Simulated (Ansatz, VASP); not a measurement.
Ti4Ge: VASP beside Ansatz

```
Ti Ge
1.0
     2.97237    0.00000    0.00000
    -1.48619    2.57415    0.00000
     0.00000    0.00000   11.23118
Ti Ge
4 1
Direct
  0.33333 0.66667 0.19326
  0.66667 0.33333 0.39344
  0.33333 0.66667 0.60656
  0.66667 0.33333 0.80674
  0.00000 0.00000 0.00000
```

Alike in both runs: functional PBE; k mesh 6 × 6 × 2; occupations gaussian, width 0.1 eV; no spin polarisation.

Ansatz relaxed the structure, and its values are those at the end. VASP's run is a single point on that final structure, the one shown.

```csv
,VASP,Ansatz
version,VASP 6.6.1,Ansatz 0.2.0
potentials or method,"VASP PAW PBE potentials, release 64 (Ti_sv, Ge_d), cutoff 520 eV","scalar-relativistic, plane waves, PAW"
valence electrons in the cell,62,62
```

```csv
,VASP,Ansatz,Ansatz less VASP
gap on the k mesh at the Fermi level (eV),none,none,-
pressure (GPa),-0.2,-0.1,+0.15
rms of the force components (eV/Å),0.011,0.007,-0.0041
```

A gap of «none» marks a metal or a gap that the smearing closes.

The k mesh is coarse, so the values compare programs but aren't converged.
